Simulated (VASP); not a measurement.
# Zn2SiN3 (P6/mmm) in VASP: notebook, part 2 of 2

VASP 6.6.1. Earlier steps stand in the parts before.

## Step 3: Relaxation of cell and atoms, PBE

This run uses another cell than the first one, of 11.71 Å³/atom.

File INCAR:

```
PREC     = Accurate       # precision mode
ENCUT    = 600            # plane-wave cutoff, eV
EDIFF    = 1E-6           # SCF threshold, eV
ISMEAR   = 0              # smearing method
SIGMA    = 0.1            # smearing width, eV
LREAL    = False          # projectors in reciprocal space
LASPH    = True           # aspherical terms in the spheres
NELM     = 60             # most SCF steps
ALGO     = Normal         # electronic algorithm
ISIF     = 3              # what is computed and relaxed
LWAVE    = False          # write WAVECAR
LCHARG   = False          # write CHGCAR
GGA      = PE             # functional
IBRION   = 2              # ionic algorithm
NSW      = 90             # ionic steps
EDIFFG   = -0.04          # ionic threshold
```

File KPOINTS:

```
regular mesh
0
Gamma
  6 6 6
```

File POSCAR:

```
Zn2SiN3
1.0
    5.4260248067      0.0000000000      0.0000000000
   -2.7130124033      4.6990753242      0.0000000000
    0.0000000000      0.0000000000      2.7562550227
Zn Si N
2 1 3
Direct
    0.3333333333      0.6666666667      0.0000000000
    0.6666666667      0.3333333333      0.0000000000
    0.0000000000      0.0000000000      0.0000000000
    0.5000000000      0.0000000000      0.5000000000
    0.0000000000      0.5000000000      0.5000000000
    0.5000000000      0.5000000000      0.5000000000
```

Potentials or basis: VASP PAW PBE potentials, release 64 (Zn, Si, N).

On the command line:

```sh
cat potpaw_PBE.64/Zn/POTCAR potpaw_PBE.64/Si/POTCAR potpaw_PBE.64/N/POTCAR > POTCAR
mpirun -np 1 vasp_std > vasp.out
```

OUTCAR:

```text
PREC = Accurate
   ENCUT = 600
   EDIFF = 1E-6
   ISMEAR = 0
   LREAL = False
   LASPH = True
   NELM = 60
   ISIF = 3
   GGA = PE
   IBRION = 2
   NSW = 90
   EDIFFG = -0.04

 ion  position               nearest neighbor table
   1  0.333  0.667  0.000-   5 2.09   5 2.09   4 2.09   4 2.09   6 2.09   6 2.09
   2  0.667  0.333  0.000-   5 2.09   5 2.09   4 2.09   4 2.09   6 2.09   6 2.09
   3  0.000  0.000  0.000-
   4  0.500  0.000  0.500-   1 2.09   2 2.09   1 2.09   2 2.09
   5  0.000  0.500  0.500-   1 2.09   2 2.09   1 2.09   2 2.09
   6  0.500  0.500  0.500-   1 2.09   2 2.09   1 2.09   2 2.09

  LATTYP: Found a hexagonal cell.
 ALAT       =     5.4260248067
 C/A-ratio  =     0.5079694843

  Lattice vectors:

 A1 = (   5.4260248067,   0.0000000000,   0.0000000000)
 A2 = (  -2.7130124033,   4.6990753242,   0.0000000000)
 A3 = (   0.0000000000,   0.0000000000,   2.7562550227)

Analysis of symmetry for initial positions (statically):
=====================================================================
 Subroutine PRICEL returns:
 Original cell was already a primitive cell.

 Routine SETGRP: Setting up the symmetry group for a
 hexagonal supercell.

 Subroutine GETGRP returns: Found 24 space group operations
 (whereof 24 operations were pure point group operations)
 out of a pool of 24 trial point group operations.

The static configuration has the point symmetry D_6h.

Analysis of symmetry for dynamics (positions and initial velocities):
=====================================================================
 Subroutine PRICEL returns:
 Original cell was already a primitive cell.

 Routine SETGRP: Setting up the symmetry group for a
 hexagonal supercell.

 Subroutine GETGRP returns: Found 24 space group operations
 (whereof 24 operations were pure point group operations)
 out of a pool of 24 trial point group operations.

The dynamic configuration has the point symmetry D_6h.

 Subroutine INISYM returns: Found 24 space group operations
 (whereof 24 operations are pure point group operations),
 and found     1 'primitive' translations

----------------------------------------------------------------------------------------

                                     Primitive cell

  volume of cell :      70.2771

  direct lattice vectors                    reciprocal lattice vectors
     5.426024807  0.000000000  0.000000000     0.184296983  0.106403913  0.000000000
    -2.713012403  4.699075324  0.000000000     0.000000000  0.212807825  0.000000000
     0.000000000  0.000000000  2.756255023     0.000000000  0.000000000  0.362811130

  length of vectors
     5.426024807  5.426024807  2.756255023     0.212807825  0.212807825  0.362811130

  position of ions in fractional coordinates (direct lattice)
     0.333333333  0.666666667  0.000000000
     0.666666667  0.333333333  0.000000000
     0.000000000  0.000000000  0.000000000
     0.500000000  0.000000000  0.500000000
     0.000000000  0.500000000  0.500000000
     0.500000000  0.500000000  0.500000000

  ion indices of the primitive-cell ions
   primitive index   ion index
                 1           1
                 2           2
[... 30 lines left out ...]

 Following reciprocal coordinates:
            Coordinates               Weight
  0.000000  0.000000  0.000000      1.000000
  0.166667 -0.000000  0.000000      6.000000
  0.333333 -0.000000  0.000000      6.000000
  0.500000  0.000000  0.000000      3.000000
  0.166667  0.166667  0.000000      6.000000
  0.333333  0.166667  0.000000     12.000000
[... 16 lines left out ...]
  0.166667 -0.000000  0.500000      6.000000
  0.333333 -0.000000  0.500000      6.000000
 [... further k-points ...]
   k-points           NKPTS =     28   k-points in BZ     NKDIM =     28   number of bands    NBANDS=     25
   number of dos      NEDOS =    301   number of ions     NIONS =      6
   total plane-waves  NPLWV =  55296
   dimension x,y,z NGX =    48 NGY =   48 NGZ =   24
   dimension x,y,z NGXF=    96 NGYF=   96 NGZF=   48
   ions per type =               2   1   3
   NGX,Y,Z   is equivalent  to a cutoff of  14.71, 14.71, 14.48 a.u.
   NGXF,Y,Z  is equivalent  to a cutoff of  29.41, 29.41, 28.95 a.u.
 SYSTEM =  unknown system
   PREC   = accura    normal or accurate (medium, high low for compatibility)
   ISTART =      0    job   : 0-new  1-cont  2-samecut
   ICHARG =      2    charge: 1-file 2-atom 10-const
   ISPIN  =      1    spin polarized calculation?
   LNONCOLLINEAR =      F non collinear calculations
   LSORBIT =      F    spin-orbit coupling
   LASPH  =      T    aspherical Exc in radial PAW
   ENCUT  =  600.0 eV  44.10 Ry    6.64 a.u.  10.84 10.84  5.50*2*pi/ulx,y,z
   NELM   =     60;   NELMIN=  2; NELMDL= -5     # of ELM steps
   EDIFF  = 0.1E-05   stopping-criterion for ELM
   LREAL  =      F    real-space projection
   EDIFFG = -.4E-01   stopping-criterion for IOM
   NSW    =     90    number of steps for IOM
   IBRION =      2    ionic relax: 0-MD 1-quasi-New 2-CG
   NFREE  =      1    steps in history (QN), initial steepest desc. (CG)
   ISIF   =      3    stress and relaxation
   ISYM   =      2    0-nonsym 1-usesym 2-fastsym
   POTIM  = 0.5000    time-step for ionic-motion
   TEBEG  =    0.0;   TEEND  =   0.0 temperature during run
   PSTRESS=    0.0 pullay stress
   NELECT =      43.0000    total number of electrons
   NUPDOWN=      -1.0000    fix difference up-down
   EMIN   =  10.00;   EMAX   =-10.00  energy-range for DOS
   EFERMI =   0.00;   METHOD = LEGACY
   ISMEAR =     0;   SIGMA  =   0.10  broadening in eV -4-tet -1-fermi 0-gaus
   EFERMI_NEDOS =   21; number of points for ismear=-14 and -15
   IALGO  =     38    algorithm
   IMIX   =      4    mixing-type and parameters
     AMIX     =   0.40;   BMIX     =  1.00
     AMIX_MAG =   1.60;   BMIX_MAG =  1.00
  volume/ion in A,a.u.               =      11.71        79.04
  Fermi-wavevector in a.u.,A,eV,Ry     =   1.389824  2.626386 26.281158  1.931611
  Thomas-Fermi vector in A             =   2.513818
   LORBIT       =      0    0 simple, 1 ext, 2 COOP (PROOUT), +10 PAW based schemes
   GGA     = PE    functional components
   LHFCALC =     F    Hartree Fock is set to
   AEXX    =    0.0000 exact exchange contribution
   IVDW    =     0    specifies the selected vdW correction
   LEPSILON=     F    determine dielectric tensor
   LRPA    =     F    only Hartree local field effects (RPA)
 conjugate gradient relaxation of ions
 non-spin polarized calculation
 Gauss-broadening in eV      SIGMA  =   0.10
  energy-cutoff  :      600.00
  volume of cell :       70.28
 maximum number of plane-waves:      2364
 NGX is ok and might be reduce to    48
   NGX = 21   NGY = 21   NGZ = 11

--------------------------------------- Ionic step        1  -------------------------------------------

 number of electron      43.0000000 magnetization

 Free energy of the ion-electron system (eV)
  ---------------------------------------------------
  ext. energy  EPLUGINS =         0.00000000
  ---------------------------------------------------
  free energy    TOTEN  =       -23.83079369 eV

  energy without entropy =      -23.79888367  energy(sigma->0) =      -23.81483868

------------------------ aborting loop because EDIFF is reached ----------------------------------------

  FORCE on cell =-STRESS in cart. coord.  units (eV):
  Direction    XX          YY          ZZ          XY          YZ          ZX
  --------------------------------------------------------------------------------------
  -------------------------------------------------------------------------------------
  Total       -0.1813152     -0.1813152      2.2927043     -0.0000000     -0.0000000     -0.0000000
  in kB       -4.1336258     -4.1336258     52.2691041     -0.0000000     -0.0000000     -0.0000000
  external PRESSURE =      14.6672842 kB  Pullay stress =       0.0000000 kB
[... 227 lines left out ...]
--------------------------------------- Ionic step        7  -------------------------------------------

 number of electron      42.9999991 magnetization

 Free energy of the ion-electron system (eV)
  ---------------------------------------------------
  ext. energy  EPLUGINS =         0.00000000
  ---------------------------------------------------
  free energy    TOTEN  =       -23.92046226 eV

  energy without entropy =      -23.90452062  energy(sigma->0) =      -23.91249144

 E-fermi :   4.3090     XC(G=0): -11.4204

 val. band max:        4.3056854866   @ k =   0.3333  -0.0000   0.5000
 cond. band min:       4.3577755804   @ k =   0.1667   0.1667   0.5000
 fundamental gap:      0.0520900938
 Fermi energy:         4.3090218606

 k-point     1 :       0.0000    0.0000    0.0000
  band No.  band energies     occupation
      1     -11.6999      2.00000
      2      -9.0198      2.00000
      3      -9.0198      2.00000
      4      -4.0872      2.00000
      5      -3.5098      2.00000
      6      -2.5482      2.00000
[... 661 lines left out ...]
     24       5.5111      0.00000
     25       5.9367      0.00000

 [... further k-points ...]
[... 5 lines left out ...]
  --------------------------------------------------------------------------------------
  -------------------------------------------------------------------------------------
  Total       -0.1449743     -0.1449743     -0.0304157     -0.0000000     -0.0000000      0.0000000
  in kB       -3.3023029     -3.3023029     -0.6928248     -0.0000000     -0.0000000      0.0000000
  external PRESSURE =      -2.4324769 kB  Pullay stress =       0.0000000 kB
[... 21 lines left out ...]
  FREE ENERGIE OF THE ION-ELECTRON SYSTEM (eV)
  ---------------------------------------------------
  free  energy   TOTEN  =       -23.9204622643 eV

  energy  without entropy=      -23.9045206203  energy(sigma->0) =      -23.91249144

 reached required accuracy - stopping structural energy minimisation
```

Wall time 4.6 min (1 thread of Intel Xeon Platinum 8488C (Sapphire Rapids), shared host); peak memory 0.26 GiB.

Results:

| Property | Result |
| --- | --- |
| Free energy | -23.9205 eV |
| Relaxed volume | 11.72 Å³/atom |
| Relaxed cell | a = 5.275 Å, b = 5.275 Å, c = 2.918 Å, α = 90.00°, β = 90.00°, γ = 120.00° |
| Space group after relaxing (to 0.1 Å) | P6/mmm (No. 191) |
| Energy gained by relaxing | 14.9 meV/atom |
| Ionic steps | 7 |
| Pressure after relaxing | -0.2 GPa |
| Band gap on the k mesh | zero (an odd number of electrons rules out a gap without spin polarisation) |

Stress tensor (GPa, compression positive):
```
-0.33  0.00  0.00
 0.00 -0.33  0.00
 0.00  0.00 -0.07
```

The path:
| step | energy change (eV) | largest force (eV/Å) | pressure (GPa) | volume (Å³) |
| --- | --- | --- | --- | --- |
| 1 | 0.0000 | 0.0000 | 1.47 | 70.28 |
| 2 | -0.0321 | 0.0000 | -0.76 | 71.36 |
| 3 | -0.0404 | 0.0000 | -2.95 | 72.51 |
| 4 | -0.0598 | 0.0000 | -2.63 | 72.08 |
| 5 | -0.0798 | 0.0000 | -1.45 | 70.73 |
| 6 | -0.0836 | 0.0000 | -1.82 | 71.19 |
| 7 | -0.0897 | 0.0000 | -0.24 | 70.34 |

Final structure:
```
CELL_PARAMETERS angstrom
5.27535 0.00000 0.00000
-2.63768 4.56859 0.00000
0.00000 0.00000 2.91844
ATOMIC_POSITIONS crystal
Zn 0.33333 0.66667 0.00000
Zn 0.66667 0.33333 0.00000
Si 0.00000 0.00000 0.00000
N 0.50000 0.00000 0.50000
N 0.00000 0.50000 0.50000
N 0.50000 0.50000 0.50000
```

Levels at points of the mesh, in eV from the Fermi level:
| k point | band 19 | band 20 | band 21 | band 22 | band 23 | band 24 |
| --- | --- | --- | --- | --- | --- | --- |
| (0.00, 0.00, 0.00) | 0.19 | 0.19 | 0.29 | 0.66 | 0.66 | 3.19 |
| (0.50, 0.00, 0.00) | -1.03 | -0.76 | -0.25 | 0.19 | 0.41 | 0.65 |
| (0.00, 0.00, 0.50) | -2.16 | -2.16 | -2.11 | 0.59 | 0.59 | 0.72 |
| (0.50, 0.00, 0.50) | -2.87 | -1.35 | -1.14 | -0.41 | 0.65 | 1.20 |

Caveat: the k points lie up to 0.36 Å⁻¹ apart in the final cell, too coarse for converged energies and pressures of a metal.

## Step 4: Single point, PBE, collinear spin, ferromagnetic start

File INCAR:

```
ALGO = Normal ; EDIFF = 1E-6
ENCUT = 520 ; GGA = PE
ISIF = 2 ; ISMEAR = 0
ISPIN = 2 ; LASPH = T
LCHARG = F ; LORBIT = 11
LREAL = F ; LWAVE = F
MAGMOM = 0 0 0 1 1 1 ; NBANDS = 34
NELM = 150 ; PREC = Accurate
SIGMA = 0.1
```

File KPOINTS:

```
k-points
0
Gamma
  6 6 4
```

File POSCAR:

```
Zn2SiN3
1.0
    4.8664125000      0.0000000000      0.0000000000
   -2.4332062500      4.2144368500      0.0000000000
    0.0000000000      0.0000000000      4.0098704900
Zn Si N
2 1 3
Direct
    0.3333333300      0.6666666700      0.0000000000
    0.6666666700      0.3333333300      0.0000000000
    0.0000000000      0.0000000000      0.0000000000
    0.5000000000      0.0000000000      0.5000000000
    0.0000000000      0.5000000000      0.5000000000
    0.5000000000      0.5000000000      0.5000000000
```

On the command line:

```sh
cat potpaw_PBE.64/Zn/POTCAR potpaw_PBE.64/Si/POTCAR potpaw_PBE.64/N/POTCAR > POTCAR
mpirun -np 1 vasp_std > vasp.out
```

Run time: 80 s. Hardware: 1 thread of Intel Xeon Platinum 8488C (Sapphire Rapids), shared host; peak memory 0.27 GiB.

Results (log left out):

- Free energy: -21.0190 eV
- Pressure: -14.5 GPa
- Net moment: 0.00 μB per cell
- Valence electrons inside the program's atomic spheres: Zn 10.60; Si 1.46; N 3.35

Stress tensor (GPa, compression positive):
```
 -9.33   0.00   0.00
  0.00  -9.33   0.00
  0.00   0.00 -24.97
```

Levels at points of the mesh, in eV from the Fermi level:
Spin up:
| k point | band 20 | band 21 | band 22 | band 23 | band 24 | band 25 |
| --- | --- | --- | --- | --- | --- | --- |
| (0.00, 0.00, 0.00) | -0.59 | -0.38 | 1.12 | 1.12 | 1.33 | 1.98 |
| (0.50, 0.00, 0.00) | -0.91 | -0.90 | -0.89 | -0.64 | 0.46 | 1.20 |
| (0.00, 0.00, 0.50) | -2.54 | -0.41 | -0.41 | -0.07 | 1.36 | 1.95 |
| (0.50, 0.00, 0.50) | -1.17 | -1.04 | -0.55 | 1.09 | 1.61 | 1.85 |
Spin down:
```csv
k point,band 20,band 21,band 22,band 23,band 24,band 25
"(0.00, 0.00, 0.00)",-0.59,-0.38,1.12,1.12,1.33,1.98
"(0.50, 0.00, 0.00)",-0.91,-0.90,-0.89,-0.64,0.46,1.20
"(0.00, 0.00, 0.50)",-2.54,-0.41,-0.41,-0.07,1.36,1.95
"(0.50, 0.00, 0.50)",-1.17,-1.04,-0.55,1.09,1.61,1.85
```

Caveat: the k points lie up to 0.39 Å⁻¹ apart.

## Step 5: The runs side by side

```csv
task,spin,cell,k mesh,cutoff (eV),gap on the mesh (eV),pressure (GPa),relaxed volume (Å³/atom)
relaxation of cell and atoms,off,"relaxed from a = 4.866, b = 4.866, c = 4.010 Å, angles 90.0, 90.0, 120.0°, 6 atoms",6 × 6 × 4,600,none,0.0,11.77
relaxation of cell and atoms,off,"relaxed from a = 5.426, b = 5.426, c = 2.756 Å, angles 90.0, 90.0, 120.0°, 6 atoms",6 × 6 × 6,600,none,-0.2,11.72
single point,"collinear, ferromagnetic start","a = 4.866, b = 4.866, c = 4.010 Å, angles 90.0, 90.0, 120.0°, 6 atoms",6 × 6 × 4,520,none,-14.5,-
```

Alike in all rows: level PBE; potentials or basis VASP PAW PBE potentials, release 64 (Zn, Si, N); smearing gaussian 0.1 eV.

Caveats: all runs use coarse meshes; a cell axis changed by over 15 % at a fixed basis, so the end point is rough (at least some runs).

Total energies depend on the potentials used, so only differences within one code and one set of settings carry meaning.

The gap in the log of VASP goes by the Fermi energy; the results here count the filled bands.